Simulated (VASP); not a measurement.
Here is a VASP 6.6.1 calculation.

INCAR

```
  PREC = Accurate
  ENCUT = 520
  EDIFF = 1E-6
  ISMEAR = 0
  SIGMA = 0.05
  LREAL = False
  LASPH = True
  NELM = 60
  ALGO = Normal
  ISIF = 2
  LWAVE = False
  LCHARG = False
  GGA = PE
  NBANDS = 16
```

KPOINTS

```
Automatic mesh
0
Gamma
  8 8 6
```

File POSCAR:

```
Si
1.0
    0.0000000000     -2.7804312639     -2.7804312639
    0.0000000000      2.7804312639     -2.7804312639
    5.5608625278      0.0000000000      0.0000000000
Si
4
Direct
    0.5039640536      0.5145972412      0.0000000000
   -0.0039640536     -0.0145972412      0.5000000000
    1.0039640536      0.4854027588      0.2500000000
    0.4960359464      0.0145972412      0.7500000000
```

Potentials or basis: VASP PAW PBE potentials, release 64 (Si).

Run with:

```console
$ cat potpaw_PBE.64/Si/POTCAR > POTCAR
$ mpirun -np 1 vasp_std > vasp.out
```

Question: What does it give for the largest force?

Answer: 0.155 eV/Å.

Question: Predict the band gap on the k mesh.

Answer: 0.70 eV.

Question: Predict the pressure.

Answer: -4.1 GPa.

Forces on the atoms (eV/Å):
```
Si   0.023 -0.077  0.133
Si   0.023  0.077 -0.133
Si  -0.023  0.133 -0.077
Si  -0.023 -0.133  0.077
```

Caveat: the cell differs from its parent crystal (atoms displaced along a vibrational mode, the cell strained); the cell stands under tension. A k mesh can miss the band edges.
